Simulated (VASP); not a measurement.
# NaCl (P6/mmm) in VASP: a series of runs

The runs below take NaCl through single point, relaxation of cell and atoms, with PBE.

All numbers are computed with VASP 6.6.1; they aren't measurements. Logs are shortened: lines on timing, memory, paths and dates and some standing lists are left out, and cuts for length are marked.

### 1 The cell of the first run

It takes space group P6/mmm (No. 191, hexagonal). Conventional cell: a = 6.759 Å, b = 6.759 Å, c = 5.022 Å, α = 90.00°, β = 90.00°, γ = 120.00°. Within 3.3 Å of Na (site symmetry 6/mmm) lie 2 Cl at 2.51 Å. Within 3.3 Å of Cl (site symmetry 6/mmm) lie 2 Na at 2.51 Å.

### 2 Single point, PBE

File INCAR:

```
PREC     = Accurate       # precision mode
ENCUT    = 520            # plane-wave cutoff, eV
EDIFF    = 1E-6           # SCF threshold, eV
ISMEAR   = 0              # smearing method
SIGMA    = 0.1            # smearing width, eV
LREAL    = F              # projectors in reciprocal space
LASPH    = T              # aspherical terms in the spheres
NELM     = 80             # most SCF steps
ALGO     = Normal         # electronic algorithm
ISIF     = 2              # what is computed and relaxed
LWAVE    = F              # write WAVECAR
LCHARG   = F              # write CHGCAR
GGA      = PE             # functional
NBANDS   = 38             # bands
```

File KPOINTS:

```
Automatic mesh
0
Gamma
  2 2 1
```

File POSCAR:

```
NaCl
1.0
   -6.7585259434      0.0000000000      0.0000000000
    0.0000000000      0.0000000000    -10.0439943158
    0.0000000000    -11.7061103182      0.0000000000
Na Cl
4 4
Direct
    0.0000000000      0.7500000000      0.0000000000
    0.0000000000      0.2500000000      0.0000000000
    0.5000000000      0.7500000000      0.5000000000
    0.5000000000      0.2500000000      0.5000000000
    0.0000000000      0.0000000000      0.0000000000
    0.0000000000      0.5000000000      0.0000000000
    0.5000000000      0.0000000000      0.5000000000
    0.5000000000      0.5000000000      0.5000000000
```

Potentials or basis: VASP PAW PBE potentials, release 64 (Na_pv, Cl).

Started as:

```bash
> cat potpaw_PBE.64/Na_pv/POTCAR potpaw_PBE.64/Cl/POTCAR > POTCAR
> mpirun -np 1 vasp_std > vasp.out
```

OUTCAR:

```text
PREC = Accurate
   ENCUT = 520
   EDIFF = 1E-6
   ISMEAR = 0
   LREAL = F
   LASPH = T
   NELM = 80
   ISIF = 2
   GGA = PE

 ion  position               nearest neighbor table
   1  0.000  0.750  0.000-   5 2.51   6 2.51
   2  0.000  0.250  0.000-   5 2.51   6 2.51
   3  0.500  0.750  0.500-   7 2.51   8 2.51
   4  0.500  0.250  0.500-   7 2.51   8 2.51
   5  0.000  0.000  0.000-   1 2.51   2 2.51
   6  0.000  0.500  0.000-   1 2.51   2 2.51
   7  0.500  0.000  0.500-   3 2.51   4 2.51
   8  0.500  0.500  0.500-   3 2.51   4 2.51

  LATTYP: Found a simple orthorhombic cell.
 ALAT       =     6.7585259434
 B/A-ratio  =     1.4861220331
 C/A-ratio  =     1.7320508076

  Lattice vectors:

 A1 = (  -6.7585259434,   0.0000000000,   0.0000000000)
 A2 = (   0.0000000000,   0.0000000000, -10.0439943158)
 A3 = (   0.0000000000, -11.7061103182,   0.0000000000)

Analysis of symmetry for initial positions (statically):
=====================================================================
 Subroutine PRICEL returns following result:

  LATTYP: Found a hexagonal cell.
 ALAT       =     6.7585259434
 C/A-ratio  =     0.7430610166

  Lattice vectors:

 A1 = (  -3.3792629717,  -5.8530551591,   0.0000000000)
 A2 = (  -3.3792629717,   5.8530551591,   0.0000000000)
 A3 = (   0.0000000000,   0.0000000000,  -5.0219971579)

   4 primitive cells build up your supercell.

 Routine SETGRP: Setting up the symmetry group for a
 simple orthorhombic supercell.

 Subroutine GETGRP returns: Found  8 space group operations
 (whereof  8 operations were pure point group operations)
 out of a pool of  8 trial point group operations.

The static configuration has the point symmetry D_2h.

Analysis of symmetry for dynamics (positions and initial velocities):
=====================================================================
 Subroutine PRICEL returns following result:

  LATTYP: Found a hexagonal cell.
 ALAT       =     6.7585259434
 C/A-ratio  =     0.7430610166

  Lattice vectors:

 A1 = (  -3.3792629717,  -5.8530551591,   0.0000000000)
 A2 = (  -3.3792629717,   5.8530551591,   0.0000000000)
 A3 = (   0.0000000000,   0.0000000000,  -5.0219971579)

   4 primitive cells build up your supercell.

[... 85 lines left out ...]
   NELM   =     80;   NELMIN=  2; NELMDL= -5     # of ELM steps
   EDIFF  = 0.1E-05   stopping-criterion for ELM
   LREAL  =      F    real-space projection
   EDIFFG = 0.1E-04   stopping-criterion for IOM
   NSW    =      0    number of steps for IOM
   IBRION =     -1    ionic relax: 0-MD 1-quasi-New 2-CG
   NFREE  =      0    steps in history (QN), initial steepest desc. (CG)
   ISIF   =      2    stress and relaxation
   ISYM   =      2    0-nonsym 1-usesym 2-fastsym
   POTIM  = 0.5000    time-step for ionic-motion
   TEBEG  =    0.0;   TEEND  =   0.0 temperature during run
   PSTRESS=    0.0 pullay stress
   NELECT =      56.0000    total number of electrons
   NUPDOWN=      -1.0000    fix difference up-down
   EMIN   =  10.00;   EMAX   =-10.00  energy-range for DOS
   EFERMI =   0.00;   METHOD = LEGACY
   ISMEAR =     0;   SIGMA  =   0.10  broadening in eV -4-tet -1-fermi 0-gaus
   EFERMI_NEDOS =   21; number of points for ismear=-14 and -15
   IALGO  =     38    algorithm
   IMIX   =      4    mixing-type and parameters
     AMIX     =   0.40;   BMIX     =  1.00
     AMIX_MAG =   1.60;   BMIX_MAG =  1.00
  volume/ion in A,a.u.               =      99.33       670.31
  Fermi-wavevector in a.u.,A,eV,Ry     =   0.676208  1.277848  6.221368  0.457258
  Thomas-Fermi vector in A             =   1.753453
   LORBIT       =      0    0 simple, 1 ext, 2 COOP (PROOUT), +10 PAW based schemes
   GGA     = PE    functional components
   LHFCALC =     F    Hartree Fock is set to
   AEXX    =    0.0000 exact exchange contribution
   IVDW    =     0    specifies the selected vdW correction
   LEPSILON=     F    determine dielectric tensor
   LRPA    =     F    only Hartree local field effects (RPA)
 non-spin polarized calculation
 Gauss-broadening in eV      SIGMA  =   0.10
  energy-cutoff  :      520.00
  volume of cell :      794.64
 maximum number of plane-waves:     21403
   NGX = 25   NGY = 37   NGZ = 43

 number of electron      55.9999972 magnetization

 Free energy of the ion-electron system (eV)
  ---------------------------------------------------
  ext. energy  EPLUGINS =         0.00000000
  ---------------------------------------------------
  free energy    TOTEN  =       -23.70150916 eV

  energy without entropy =      -23.70150916  energy(sigma->0) =      -23.70150916

 E-fermi :  -4.5442     XC(G=0):  -3.2560

 val. band max:       -5.0744598237   @ k =   0.0000   0.0000   0.0000
 cond. band min:      -0.7015257437   @ k =   0.0000   0.0000   0.0000
 fundamental gap:      4.3729340799
 Fermi energy:        -4.5442400970

 k-point     1 :       0.0000    0.0000    0.0000
  band No.  band energies     occupation
      1     -26.9445      2.00000
      2     -26.9445      2.00000
      3     -26.9445      2.00000
      4     -26.9444      2.00000
      5     -26.9443      2.00000
      6     -26.9443      2.00000
[... 153 lines left out ...]
     37       1.7676      0.00000
     38       1.7676      0.00000

------------------------ aborting loop because EDIFF is reached ----------------------------------------

  FORCE on cell =-STRESS in cart. coord.  units (eV):
  Direction    XX          YY          ZZ          XY          YZ          ZX
  --------------------------------------------------------------------------------------
  -------------------------------------------------------------------------------------
  Total        0.0888620      0.0841596     -0.0030743      0.0000000      0.0000000      0.0000000
  in kB        0.1791660      0.1696849     -0.0061986      0.0000000      0.0000000      0.0000000
  external PRESSURE =       0.1142174 kB  Pullay stress =       0.0000000 kB

 VOLUME and BASIS-vectors are now :
 -----------------------------------------------------------------------------
  energy-cutoff  :      520.00
  volume of cell :      794.64
      direct lattice vectors                 reciprocal lattice vectors
    -6.758525943  0.000000000  0.000000000    -0.147961258  0.000000000  0.000000000
     0.000000000  0.000000000-10.043994316     0.000000000  0.000000000 -0.099561984
     0.000000000-11.706110318  0.000000000     0.000000000 -0.085425472  0.000000000

 POSITION                                       TOTAL-FORCE (eV/Angst)
 -----------------------------------------------------------------------------------
      0.00000      0.00000     -7.53300        -0.000000      0.000000     -0.000000
      0.00000      0.00000     -2.51100        -0.000000      0.000000     -0.000000
     -3.37926     -5.85306     -7.53300        -0.000000      0.000000      0.000000
     -3.37926     -5.85306     -2.51100         0.000000      0.000000     -0.000000
      0.00000      0.00000      0.00000         0.000000      0.000000     -0.000000
      0.00000      0.00000     -5.02200         0.000000      0.000000      0.000000
     -3.37926     -5.85306      0.00000        -0.000000     -0.000000      0.000000
     -3.37926     -5.85306     -5.02200        -0.000000     -0.000000     -0.000000
 -----------------------------------------------------------------------------------
    total drift:                               -0.000000     -0.000000      0.000000

  FREE ENERGIE OF THE ION-ELECTRON SYSTEM (eV)
  ---------------------------------------------------
  free  energy   TOTEN  =       -23.7015091621 eV

  energy  without entropy=      -23.7015091621  energy(sigma->0) =      -23.70150916
```

OSZICAR:

```text
N       E                     dE             d eps       ncg     rms          rms(c)
DAV:   1     0.428135920195E+03    0.42814E+03   -0.21964E+04   368   0.107E+03
DAV:   2     0.567780255493E+02   -0.37136E+03   -0.36047E+03   398   0.257E+02
DAV:   3    -0.240707833774E+02   -0.80849E+02   -0.80468E+02   384   0.105E+02
DAV:   4    -0.270333076828E+02   -0.29625E+01   -0.29588E+01   328   0.259E+01
DAV:   5    -0.271182687836E+02   -0.84961E-01   -0.84923E-01   402   0.468E+00    0.566E+00
DAV:   6    -0.242505086691E+02    0.28678E+01   -0.46912E+00   366   0.688E+00    0.416E+00
DAV:   7    -0.236986960178E+02    0.55181E+00   -0.10917E+00   382   0.322E+00    0.292E+00
DAV:   8    -0.236374630072E+02    0.61233E-01   -0.14236E-01   342   0.174E+00    0.589E-01
DAV:   9    -0.236564374499E+02   -0.18974E-01   -0.54632E-02   396   0.746E-01    0.362E-01
DAV:  10    -0.236951518508E+02   -0.38714E-01   -0.16876E-02   324   0.564E-01    0.195E-01
DAV:  11    -0.237007455786E+02   -0.55937E-02   -0.41114E-03   322   0.212E-01    0.601E-02
DAV:  12    -0.237015070974E+02   -0.76152E-03   -0.50966E-04   322   0.153E-01    0.428E-02
DAV:  13    -0.237015063724E+02    0.72505E-06   -0.80621E-05   330   0.379E-02    0.194E-02
DAV:  14    -0.237015086256E+02   -0.22532E-05   -0.49308E-06   318   0.133E-02    0.337E-03
DAV:  15    -0.237015091621E+02   -0.53658E-06   -0.57896E-07   256   0.401E-03
   1 F= -.23701509E+02 E0= -.23701509E+02  d E =-.408731E-13
```

stdout:

```text
POSCAR found type information on POSCAR NaCl
 POSCAR found :  2 types and       8 ions
 scaLAPACK will be used
 LDA part: xc-table for (Slater+PW92), standard interpolation
 POSCAR, INCAR and KPOINTS ok, starting setup
 FFT: planning ... GRIDC
 FFT: planning ... GRID_SOFT
 FFT: planning ... GRID
 WAVECAR not read
 entering main loop
```

It took 99 s on 1 thread of Intel Xeon 6975P-C (Granite Rapids), shared host; peak memory 0.71 GiB.

What came out:

```yaml
Free_energy: -23.7015 eV
Pressure: 0.0 GPa
Band_gap_on_the_k_mesh: 4.37 eV
```

Caveat: the k points lie up to 0.46 Å⁻¹ apart; an odd mesh through Γ misses points on the zone boundary, where band edges can lie.

### 3 Relaxation of cell and atoms, PBE

This run uses another cell than the first one: it holds 2 atoms, not 8.

File INCAR:

```
ALGO = Normal ; EDIFF = 1E-7
EDIFFG = -0.01 ; ENCUT = 600
GGA = PE ; IBRION = 2
ISIF = 3 ; ISMEAR = 0
LASPH = T ; LCHARG = F
LREAL = F ; LWAVE = F
NELM = 80 ; NSW = 100
PREC = Accurate ; SIGMA = 0.02
```

File KPOINTS:

```
k-points
0
Gamma
  6 6 6
```

File POSCAR:

```
NaCl
1.0
    6.7585259434      0.0000000000      0.0000000000
   -3.3792629717      5.8530551591      0.0000000000
    0.0000000000      0.0000000000      5.0219971579
Na Cl
1 1
Direct
    0.0000000000      0.0000000000      0.5000000000
    0.0000000000      0.0000000000      0.0000000000
```

Potentials or basis: VASP PAW PBE potentials, release 64 (Na_pv, Cl).

Started as:

```bash
> cat potpaw_PBE.64/Na_pv/POTCAR potpaw_PBE.64/Cl/POTCAR > POTCAR
> mpirun -np 1 vasp_std > vasp.out
```

It took 6.1 min on 1 thread of Intel Xeon 6975P-C (Granite Rapids), shared host; peak memory 0.38 GiB.

It converged, with:

```yaml
Free_energy: -5.9286 eV
Relaxed_cell: a = 7.359 Å, b = 7.359 Å, c = 5.026 Å, α = 90.00°, β = 90.00°, γ = 120.00°
Space_group_after_relaxing_to_0.1_Å: P6/mmm (No. 191)
Energy_gained_by_relaxing: 1.4 meV/atom
Ionic_steps: 15
Pressure_after_relaxing: 0.0 GPa
Band_gap_on_the_k_mesh: 4.52 eV (least direct gap 4.55 eV)
```

The path:
```
step  energy change (eV)  largest force (eV/Å)  pressure (GPa)  volume (Å³)
   1              0.0000                0.0000            0.02       198.66
   2              0.0000                0.0000            0.02       198.96
   3             -0.0001                0.0000            0.01       199.84
   4             -0.0003                0.0000            0.00       201.62
   5             -0.0005                0.0000           -0.03       205.20
   6             -0.0005                0.0000           -0.07       212.49
   7             -0.0006                0.0000           -0.04       207.66
   8             -0.0006                0.0000           -0.04       207.74
   9             -0.0006                0.0000           -0.04       207.95
  10             -0.0007                0.0000           -0.03       208.38
  11             -0.0008                0.0000           -0.03       209.24
  12             -0.0011                0.0000           -0.03       210.96
  13             -0.0015                0.0000           -0.03       214.41
  14             -0.0022                0.0000           -0.02       221.41
  15             -0.0028                0.0000            0.00       235.72
```

Final structure:
```
Na Cl
1.0
     7.35931    0.00000    0.00000
    -3.67966    6.37335    0.00000
     0.00000    0.00000    5.02570
Na Cl
1 1
Cartesian
  0.0000 0.0000 2.5129
  0.0000 0.0000 0.0000
```

Levels at points of the mesh, in eV from the valence-band top:
| k point | band 5 | band 6 | band 7 | band 8 | band 9 | band 10 |
| --- | --- | --- | --- | --- | --- | --- |
| (0.00, 0.00, 0.00) | -0.52 | -0.03 | -0.03 | 4.52 | 7.93 | 8.11 |
| (0.50, 0.00, 0.00) | -0.52 | -0.05 | -0.03 | 5.19 | 5.99 | 7.36 |
| (0.00, 0.00, 0.50) | -0.95 | 0.00 | 0.00 | 6.02 | 6.60 | 7.72 |
| (0.50, 0.00, 0.50) | -0.95 | -0.01 | 0.00 | 6.57 | 6.70 | 7.45 |

Caveat: the volume moved by over 15 % at a fixed basis, so the end points are rough.
